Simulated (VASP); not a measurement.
Runs of VASP 6.6.1 on CoNiO2. The structure is that of space group P4/mmm (No. 123), or close to it. The cells are those of the table. 

```csv
level,potentials or basis,spin,fixed moment (μB),cell,k mesh,gap on the mesh (eV),pressure (GPa),moment (μB)
PBEsol,"VASP PAW PBE potentials, release 64 (Ni, Co, O)","collinear, ferromagnetic start",4.5,"a = 3.014, b = 3.014, c = 4.222 Å, 4 atoms",7 × 7 × 5,-,-12.1,4.50
LDA,"VASP PAW LDA potentials, release 64 (Ni, Co, O)","collinear, ferromagnetic start",-,"a = 2.953, b = 2.953, c = 4.136 Å, 4 atoms",9 × 9 × 6,none,(c),2.73
PBEsol,"VASP PAW PBE potentials, release 64 (Ni, Co, O)","collinear, ferromagnetic start",-,"a = 2.953, b = 2.953, c = 4.136 Å, 4 atoms",9 × 9 × 6,none,-5.3,3.38
LDA,"VASP PAW LDA potentials, release 64 (Ni, Co, O)","collinear, ferromagnetic start",-,"a = 3.014, b = 3.014, c = 4.222 Å, 4 atoms",9 × 9 × 6,none,-23.3,(a)
PBEsol,"VASP PAW PBE potentials, release 64 (Ni, Co, O)","collinear, ferromagnetic start",3.8,"a = 3.014, b = 3.014, c = 4.222 Å, 4 atoms",7 × 7 × 5,-,-15.1,3.80
LDA,"VASP PAW LDA potentials, release 64 (Ni, Co, O)","collinear, ferromagnetic start",-,"a = 2.974, b = 2.974, c = 4.165 Å, 4 atoms",9 × 9 × 6,none,(b),2.98
PBEsol,"VASP PAW PBE potentials, release 64 (Ni, Co, O)","collinear, ferromagnetic start",1.5,"a = 3.014, b = 3.014, c = 4.222 Å, 4 atoms",7 × 7 × 5,-,-14.6,1.50
LDA,"VASP PAW LDA potentials, release 64 (Ni, Co, O)","collinear, ferromagnetic start",-,"a = 2.994, b = 2.994, c = 4.194 Å, 4 atoms",9 × 9 × 6,none,-21.2,3.16
PBEsol,"VASP PAW PBE potentials, release 64 (Ni, Co, O)","collinear, zero start",0.0,"a = 3.014, b = 3.014, c = 4.222 Å, 4 atoms",7 × 7 × 5,-,-23.8,0.00
PBEsol,"VASP PAW PBE potentials, release 64 (Ni, Co, O)","collinear, ferromagnetic start",0.8,"a = 3.014, b = 3.014, c = 4.222 Å, 4 atoms",7 × 7 × 5,-,-13.5,0.80
PBEsol,"VASP PAW PBE potentials, release 64 (Ni, Co, O)","collinear, ferromagnetic start",-,"a = 3.034, b = 3.034, c = 4.250 Å, 4 atoms",9 × 9 × 6,none,-15.0,4.58
```

Alike in all rows: task single point; cutoff (eV) 520; smearing fermi-dirac 0.05 eV.

Task: Fill in the values left out.

Result: (a) 3.35; (b) -18.7; (c) -16.2.

Caveats: the PAW data sets were made with another functional, which shifts forces and pressure a little (some runs); semilocal functionals often make such compounds metallic where correlation or magnetic order opens a gap, which also shifts bond lengths (some runs); the total moment is fixed, so each spin has its own Fermi level (some runs).

A gap of «none» marks levels without a gap at the run's occupations.
